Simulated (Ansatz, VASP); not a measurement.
## SiNi in VASP and in Ansatz

```
Si Ni
1.0
     4.46798    0.00000    0.00000
     0.00000    4.46798    0.00000
     0.00000    0.00000    4.46798
Si Ni
4 4
Direct
  0.82708 0.82708 0.82708
  0.65354 0.15354 0.34646
  0.34646 0.65354 0.15354
  0.15354 0.34646 0.65354
  0.14899 0.14899 0.14899
  0.35101 0.85101 0.64899
  0.64899 0.35101 0.85101
  0.85101 0.64899 0.35101
```

Alike in both runs: task single point; functional PBEsol; k mesh 10 × 10 × 10; occupations gaussian, width 0.15 eV; no spin polarisation.

|  | VASP | Ansatz |
| --- | --- | --- |
| version | VASP 6.6.1 | Ansatz 0.2.0 |
| potentials or method | VASP PAW PBE potentials, release 64 (Si, Ni), cutoff 520 eV | scalar-relativistic, plane waves, PAW |
| valence electrons in the cell | 56 | 88 |

Ansatz gave:

```
gap on the k mesh at the Fermi level (eV)                     : none
pressure (GPa)                                                : 0.9
traceless stress, the component that is largest in VASP (GPa) : -0.19
rms of the force components (eV/Å)                            : 0.417
```

Estimate VASP's values.

gap on the k mesh at the Fermi level (eV): none; pressure (GPa): 1.2; traceless stress, the component that is largest in VASP (GPa): -0.18; rms of the force components (eV/Å): 0.423.

VASP's potentials were made for PBE, not for PBEsol. Atom by atom the forces differ by 0.006 eV/Å (rms over components). A gap of «none» marks a metal or a gap that the smearing closes. The functional is the same, so the differences come from potentials, cutoffs and numerics. VASP's potentials hold 56 valence electrons a cell and Ansatz's 88, so a difference there can come from the potentials and not from the codes.
